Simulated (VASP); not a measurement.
Wanted: the native input for a VASP 6.6.1 run.

```
Task                   : single point
Functional             : PBE
Potentials or basis    : VASP PAW PBE potentials, release 64 (Zn, S)
Cutoff                 : 520 eV
k mesh                 : 8 × 8 × 8
Occupations            : gaussian, width 0.05 eV
Spin                   : no spin polarisation
Dipole correction      : no
Further INCAR settings : ALGO = Normal; EDIFF = 1e-06; NBANDS = 16
```

The structure of ZnS lies in POSCAR:

```
ZnS
1.0
    0.0000000000      2.6399170651      2.7623874444
    2.6399170651      0.0000000000      2.7623874444
    2.6399170651      2.6399170651      0.0000000000
Zn S
1 1
Direct
    0.0000000000      0.0000000000      0.0000000000
    0.7500000000      0.7500000000      0.7500000000
```

This cell differs from its parent crystal: strain -0.030 along x and y, +0.015 along z.

These files were run (other wordings do the same):

INCAR

```
ALGO = Normal
EDIFF = 1E-6
ENCUT = 520
GGA = PE
ISIF = 2
ISMEAR = 0
LASPH = T
LCHARG = F
LREAL = F
LWAVE = F
NBANDS = 16
NELM = 80
PREC = Accurate
SIGMA = 0.05
```

KPOINTS

```
k-points
0
Gamma
  8 8 8
```

Potentials or basis: VASP PAW PBE potentials, release 64 (Zn, S).

Command:

```bash
$ cat potpaw_PBE.64/Zn/POTCAR potpaw_PBE.64/S/POTCAR > POTCAR
$ mpirun -np 1 vasp_std > vasp.out
```

Results of the run:

```
Pressure               : 3.7 GPa
Band gap on the k mesh : 2.16 eV, direct
```

Caveat: the cell differs from its parent crystal (strain -0.030 along x and y, +0.015 along z).

Run time: 14 s on 1 thread of Intel(R) Xeon(R) 6975P-C (Granite Rapids) (shared host), peak memory 0.16 GiB.
